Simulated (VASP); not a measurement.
# Sr (P-62m) in VASP: further runs

The runs below take Sr through single point, with PBE.

All numbers are computed with VASP 6.6.1; they aren't measurements. Logs are shortened: lines on timing, memory, paths and dates and some standing lists are left out, and cuts for length are marked.

### Step 1. The cell of the first run

Symmetry: P-62m, No. 189, hexagonal system. Conventional cell: a = 7.219 Å, b = 7.219 Å, c = 3.670 Å, α = 90.00°, β = 90.00°, γ = 120.00°. Within 4.8 Å of Sr (site symmetry m2m) lie 8 Sr at 3.67 to 4.62 Å.

### Step 2. Single point, PBE (functional PBE, strained)

Input file INCAR:

```
SYSTEM = Sr
PREC = Accurate
ENCUT = 520
EDIFF = 1E-6
ISMEAR = 0
SIGMA = 0.1
LREAL = .FALSE.
LASPH = .TRUE.
NELM = 100
ALGO = Normal
ISIF = 2
LWAVE = .FALSE.
LCHARG = .FALSE.
GGA = PE
NBANDS = 22
```

Input file KPOINTS:

```
regular mesh
0
G
  9 9 12
  0 0 0
```

Input file POSCAR:

```
Sr
1.0
    7.2192836362      0.0000000000      0.0000000000
   -3.6096418181      6.2520830261      0.0000000000
    0.0000000000      0.0000000000      3.6704555762
Sr
3
Direct
    0.0000000000      0.6304023557      0.0000000000
    0.3695976443      0.3695976443      0.0000000000
    0.6304023557      0.0000000000      0.0000000000
```

Potentials or basis: VASP PAW PBE potentials, release 64 (Sr_sv).

Started as:

```bash
$ cat potpaw_PBE.64/Sr_sv/POTCAR > POTCAR
$ mpirun -np 1 vasp_std > vasp.out
```

OUTCAR:

```text
SYSTEM = Sr
   PREC = Accurate
   ENCUT = 520
   EDIFF = 1E-6
   ISMEAR = 0
   LREAL = .FALSE.
   LASPH = .TRUE.
   NELM = 100
   ISIF = 2
   GGA = PE

 ion  position               nearest neighbor table
   1  0.000  0.630  0.000-   2 3.96   2 3.96   3 3.96   3 3.96   3 4.62   2 4.62
   2  0.370  0.370  0.000-   1 3.96   1 3.96   3 3.96   3 3.96   3 4.62   1 4.62
   3  0.630  0.000  0.000-   2 3.96   1 3.96   2 3.96   1 3.96   1 4.62   2 4.62

  LATTYP: Found a hexagonal cell.
 ALAT       =     7.2192836362
 C/A-ratio  =     0.5084237940

  Lattice vectors:

 A1 = (   7.2192836362,   0.0000000000,   0.0000000000)
 A2 = (  -3.6096418181,   6.2520830261,   0.0000000000)
 A3 = (   0.0000000000,   0.0000000000,   3.6704555762)

Analysis of symmetry for initial positions (statically):
=====================================================================
 Subroutine PRICEL returns:
 Original cell was already a primitive cell.

 Routine SETGRP: Setting up the symmetry group for a
 hexagonal supercell.

 Subroutine GETGRP returns: Found 12 space group operations
 (whereof 12 operations were pure point group operations)
 out of a pool of 24 trial point group operations.

The static configuration has the point symmetry D_3h.

Analysis of symmetry for dynamics (positions and initial velocities):
=====================================================================
 Subroutine PRICEL returns:
 Original cell was already a primitive cell.

 Routine SETGRP: Setting up the symmetry group for a
 hexagonal supercell.

 Subroutine GETGRP returns: Found 12 space group operations
 (whereof 12 operations were pure point group operations)
 out of a pool of 24 trial point group operations.

The dynamic configuration has the point symmetry D_3h.

 Subroutine INISYM returns: Found 12 space group operations
 (whereof 12 operations are pure point group operations),
 and found     1 'primitive' translations

----------------------------------------------------------------------------------------

                                     Primitive cell

  volume of cell :     165.6681

  direct lattice vectors                    reciprocal lattice vectors
     7.219283636  0.000000000  0.000000000     0.138517899  0.079973346  0.000000000
    -3.609641818  6.252083026  0.000000000     0.000000000  0.159946692  0.000000000
     0.000000000  0.000000000  3.670455576     0.000000000  0.000000000  0.272445744

  length of vectors
     7.219283636  7.219283636  3.670455576     0.159946692  0.159946692  0.272445744

  position of ions in fractional coordinates (direct lattice)
     0.000000000  0.630402356  0.000000000
     0.369597644  0.369597644  0.000000000
     0.630402356  0.000000000  0.000000000

  ion indices of the primitive-cell ions
   primitive index   ion index
                 1           1
                 2           2
                 3           3

----------------------------------------------------------------------------------------

 KPOINTS: regular mesh

Automatic generation of k-mesh.
 Grid dimensions read from file:
 generate k-points for:    9    9   12

 Generating k-lattice:

  Cartesian coordinates                     Fractional coordinates (reciprocal lattice)
     0.015390878  0.008885927  0.000000000     0.111111111 -0.000000000  0.000000000
     0.000000000  0.017771855  0.000000000     0.000000000  0.111111111  0.000000000
     0.000000000  0.000000000  0.022703812     0.000000000  0.000000000  0.083333333

  Length of vectors
     0.017771855  0.017771855  0.022703812

  Shift w.r.t. Gamma in fractional coordinates (k-lattice)
     0.000000000  0.000000000  0.000000000

 Subroutine IBZKPT returns following result:
 ===========================================

 Found     84 irreducible k-points:

 Following reciprocal coordinates:
            Coordinates               Weight
  0.000000  0.000000  0.000000      1.000000
  0.111111 -0.000000  0.000000      6.000000
  0.222222 -0.000000  0.000000      6.000000
  0.333333  0.000000  0.000000      6.000000
  0.444444 -0.000000  0.000000      6.000000
  0.111111  0.111111  0.000000      6.000000
[... 16 lines left out ...]
  0.333333  0.222222  0.083333     24.000000
  0.333333  0.333333  0.083333      4.000000
 [... further k-points ...]
   k-points           NKPTS =     84   k-points in BZ     NKDIM =     84   number of bands    NBANDS=     22
   number of dos      NEDOS =    301   number of ions     NIONS =      3
   total plane-waves  NPLWV =  81648
   dimension x,y,z NGX =    54 NGY =   54 NGZ =   28
   dimension x,y,z NGXF=   108 NGYF=  108 NGZF=   56
   ions per type =               3
   NGX,Y,Z   is equivalent  to a cutoff of  12.44, 12.44, 12.68 a.u.
   NGXF,Y,Z  is equivalent  to a cutoff of  24.87, 24.87, 25.36 a.u.
 SYSTEM =  Sr
   PREC   = accura    normal or accurate (medium, high low for compatibility)
   ISTART =      0    job   : 0-new  1-cont  2-samecut
   ICHARG =      2    charge: 1-file 2-atom 10-const
   ISPIN  =      1    spin polarized calculation?
   LNONCOLLINEAR =      F non collinear calculations
   LSORBIT =      F    spin-orbit coupling
   LASPH  =      T    aspherical Exc in radial PAW
   ENCUT  =  520.0 eV  38.22 Ry    6.18 a.u.  13.42 13.42  6.82*2*pi/ulx,y,z
   NELM   =    100;   NELMIN=  2; NELMDL= -5     # of ELM steps
   EDIFF  = 0.1E-05   stopping-criterion for ELM
   LREAL  =      F    real-space projection
   EDIFFG = 0.1E-04   stopping-criterion for IOM
   NSW    =      0    number of steps for IOM
   IBRION =     -1    ionic relax: 0-MD 1-quasi-New 2-CG
   NFREE  =      0    steps in history (QN), initial steepest desc. (CG)
   ISIF   =      2    stress and relaxation
   ISYM   =      2    0-nonsym 1-usesym 2-fastsym
   POTIM  = 0.5000    time-step for ionic-motion
   TEBEG  =    0.0;   TEEND  =   0.0 temperature during run
   PSTRESS=    0.0 pullay stress
   NELECT =      30.0000    total number of electrons
   NUPDOWN=      -1.0000    fix difference up-down
   EMIN   =  10.00;   EMAX   =-10.00  energy-range for DOS
   EFERMI =   0.00;   METHOD = LEGACY
   ISMEAR =     0;   SIGMA  =   0.10  broadening in eV -4-tet -1-fermi 0-gaus
   EFERMI_NEDOS =   21; number of points for ismear=-14 and -15
   IALGO  =     38    algorithm
   IMIX   =      4    mixing-type and parameters
     AMIX     =   0.40;   BMIX     =  1.00
     AMIX_MAG =   1.60;   BMIX_MAG =  1.00
  volume/ion in A,a.u.               =      55.22       372.66
  Fermi-wavevector in a.u.,A,eV,Ry     =   0.926195  1.750254 11.671577  0.857837
  Thomas-Fermi vector in A             =   2.052131
   LORBIT       =      0    0 simple, 1 ext, 2 COOP (PROOUT), +10 PAW based schemes
   GGA     = PE    functional components
   LHFCALC =     F    Hartree Fock is set to
   AEXX    =    0.0000 exact exchange contribution
   IVDW    =     0    specifies the selected vdW correction
   LEPSILON=     F    determine dielectric tensor
   LRPA    =     F    only Hartree local field effects (RPA)
 non-spin polarized calculation
 Gauss-broadening in eV      SIGMA  =   0.10
  energy-cutoff  :      520.00
  volume of cell :      165.67
 maximum number of plane-waves:      4508
 NGX is ok and might be reduce to    54
   NGX = 27   NGY = 27   NGZ = 13

 number of electron      30.0000000 magnetization

 Free energy of the ion-electron system (eV)
  ---------------------------------------------------
  ext. energy  EPLUGINS =         0.00000000
  ---------------------------------------------------
  free energy    TOTEN  =        -4.03732641 eV

  energy without entropy =       -4.01897927  energy(sigma->0) =       -4.02815284

 E-fermi :   1.4456     XC(G=0):  -7.3067

 val. band max:        1.4411536055   @ k =   0.2222  -0.0000   0.3333
 cond. band min:       1.4525955508   @ k =   0.4444  -0.0000   0.0833
 fundamental gap:      0.0114419453
 Fermi energy:         1.4455953834

 k-point     1 :       0.0000    0.0000    0.0000
  band No.  band energies     occupation
      1     -35.2518      2.00000
      2     -35.2317      2.00000
      3     -35.2317      2.00000
      4     -17.3499      2.00000
      5     -17.2955      2.00000
      6     -17.2955      2.00000
[... 14 lines left out ...]
     21       3.7028      0.00000
     22       3.7028      0.00000

 k-point     2 :       0.1111   -0.0000    0.0000
  band No.  band energies     occupation
      1     -35.2512      2.00000
      2     -35.2322      2.00000
      3     -35.2318      2.00000
      4     -17.3537      2.00000
      5     -17.2987      2.00000
      6     -17.2836      2.00000
[... 14 lines left out ...]
     21       3.6175      0.00000
     22       3.7485      0.00000

 k-point     3 :       0.2222   -0.0000    0.0000
  band No.  band energies     occupation
      1     -35.2495      2.00000
      2     -35.2337      2.00000
      3     -35.2320      2.00000
      4     -17.3577      2.00000
      5     -17.3034      2.00000
      6     -17.2575      2.00000
[... 14 lines left out ...]
     21       3.3858      0.00000
     22       3.8855      0.00000

 k-point     4 :       0.3333    0.0000    0.0000
  band No.  band energies     occupation
      1     -35.2471      2.00000
      2     -35.2358      2.00000
      3     -35.2322      2.00000
      4     -17.3583      2.00000
      5     -17.3014      2.00000
      6     -17.2292      2.00000
[... 14 lines left out ...]
     21       3.0980      0.00000
     22       4.0882      0.00000

 k-point     5 :       0.4444   -0.0000    0.0000
  band No.  band energies     occupation
      1     -35.2448      2.00000
      2     -35.2380      2.00000
      3     -35.2324      2.00000
      4     -17.3582      2.00000
      5     -17.2906      2.00000
      6     -17.2461      2.00000
[... 417 lines left out ...]
 k-point    22 :       0.2222    0.2222    0.0833
  band No.  band energies     occupation
      1     -35.2436      2.00000
      2     -35.2348      2.00000
      3     -35.2304      2.00000
      4     -17.3447      2.00000
      5     -17.3059      2.00000
      6     -17.2378      2.00000
[... 14 lines left out ...]
     21       2.9984      0.00000
     22       4.1743      0.00000

 k-point    23 :       0.3333    0.2222    0.0833
  band No.  band energies     occupation
      1     -35.2413      2.00000
      2     -35.2370      2.00000
      3     -35.2306      2.00000
      4     -17.3363      2.00000
      5     -17.3029      2.00000
      6     -17.2583      2.00000
[... 14 lines left out ...]
     21       2.8277      0.00000
     22       4.3336      0.00000

 k-point    24 :       0.3333    0.3333    0.0833
  band No.  band energies     occupation
      1     -35.2391      2.00000
      2     -35.2391      2.00000
      3     -35.2307      2.00000
      4     -17.3170      2.00000
      5     -17.3170      2.00000
      6     -17.2685      2.00000
[... 14 lines left out ...]
     21       2.7808      0.00000
     22       4.4152      0.00000

 [... further k-points ...]
[... 5 lines left out ...]
  --------------------------------------------------------------------------------------
  -------------------------------------------------------------------------------------
  Total       -0.4423729     -0.4423729      1.8130331      0.0000000      0.0000000      0.0000000
  in kB       -4.2781925     -4.2781925     17.5338582      0.0000000      0.0000000      0.0000000
  external PRESSURE =       2.9924911 kB  Pullay stress =       0.0000000 kB

 VOLUME and BASIS-vectors are now :
 -----------------------------------------------------------------------------
  energy-cutoff  :      520.00
  volume of cell :      165.67
      direct lattice vectors                 reciprocal lattice vectors
     7.219283636  0.000000000  0.000000000     0.138517899  0.079973346  0.000000000
    -3.609641818  6.252083026  0.000000000     0.000000000  0.159946692  0.000000000
     0.000000000  0.000000000  3.670455576     0.000000000  0.000000000  0.272445744

 POSITION                                       TOTAL-FORCE (eV/Angst)
 -----------------------------------------------------------------------------------
     -2.27553      3.94133      0.00000        -0.180973      0.313454      0.000000
      1.33412      2.31076      0.00000        -0.180973     -0.313454     -0.000000
      4.55105      0.00000      0.00000         0.361946     -0.000000      0.000000
 -----------------------------------------------------------------------------------
    total drift:                               -0.000000     -0.000000      0.000000

  FREE ENERGIE OF THE ION-ELECTRON SYSTEM (eV)
  ---------------------------------------------------
  free  energy   TOTEN  =        -4.0373264125 eV

  energy  without entropy=       -4.0189792741  energy(sigma->0) =       -4.02815284
```

It took 3.8 min on 1 thread of AMD EPYC 7R43 (Zen 3), shared host; peak memory 0.38 GiB.

Results:

```yaml
Free_energy: -4.0373 eV
Pressure: 0.3 GPa
Largest_force: 0.362 eV/Å
Band_gap_on_the_k_mesh: zero (band 15 reaches 1.81 eV, above the bottom of band 16 at 1.32 eV)
```

Forces in eV/Å, atoms in the order of the input:
```
Sr  -0.181  0.313  0.000
Sr  -0.181 -0.313  0.000
Sr   0.362  0.000  0.000
```

Levels at points of the mesh, in eV from the Fermi level:
| k point | band 12 | band 13 | band 14 | band 15 | band 16 | band 17 | band 18 | band 19 |
| --- | --- | --- | --- | --- | --- | --- | --- | --- |
| (0.00, 0.00, 0.00) | -18.46 | -3.48 | -0.06 | -0.06 | 0.07 | 0.13 | 0.26 | 0.26 |
| (0.00, 0.00, 0.50) | -18.52 | -1.04 | -0.07 | -0.01 | 0.38 | 0.38 | 0.98 | 1.80 |

Caveat: the cell differs from its parent crystal (functional PBE, strained).

### Step 3. Single point, PBE (functional PBE, strained)

INCAR is that of step 2.

KPOINTS is that of step 2.

Input file POSCAR:

```
Sr
1.0
    7.2890245871      0.0000000000      0.0000000000
   -3.6445122935      6.3124804612      0.0000000000
    0.0000000000      0.0000000000      4.0516226745
Sr
3
Direct
    0.0000000000      0.6516309163      0.0000000000
    0.3483690837      0.3483690837      0.0000000000
    0.6516309163      0.0000000000      0.0000000000
```

Potentials or basis: VASP PAW PBE potentials, release 64 (Sr_sv).

Started as:

```bash
$ cat potpaw_PBE.64/Sr_sv/POTCAR > POTCAR
$ mpirun -np 1 vasp_std > vasp.out
```

Wall time 4.6 min (1 thread of AMD EPYC 7R43 (Zen 3), shared host); peak memory 0.42 GiB.

It converged, with:

```yaml
Free_energy: -4.1609 eV
Pressure: -0.7 GPa
Largest_force: 0.185 eV/Å
Band_gap_on_the_k_mesh: zero (band 15 reaches 1.51 eV, above the bottom of band 16 at 0.95 eV)
```

Forces on the atoms (eV/Å):
```
Sr  -0.092  0.160  0.000
Sr  -0.092 -0.160  0.000
Sr   0.185  0.000  0.000
```

Stress tensor (GPa, compression positive):
```
-0.53  0.00  0.00
 0.00 -0.53  0.00
 0.00  0.00 -1.10
```

Levels at points of the mesh, in eV from the Fermi level:
```csv
k point,band 11,band 12,band 13,band 14,band 15,band 16,band 17,band 18,band 19,band 20
"(0.00, 0.00, 0.00)",-18.78,-18.78,-3.37,0.08,0.08,0.10,0.11,0.27,0.27,0.79
"(0.00, 0.00, 0.50)",-18.78,-18.78,-1.49,-0.38,0.40,0.59,0.59,0.80,1.45,1.46
```

Caveat: the cell differs from its parent crystal (functional PBE, strained).
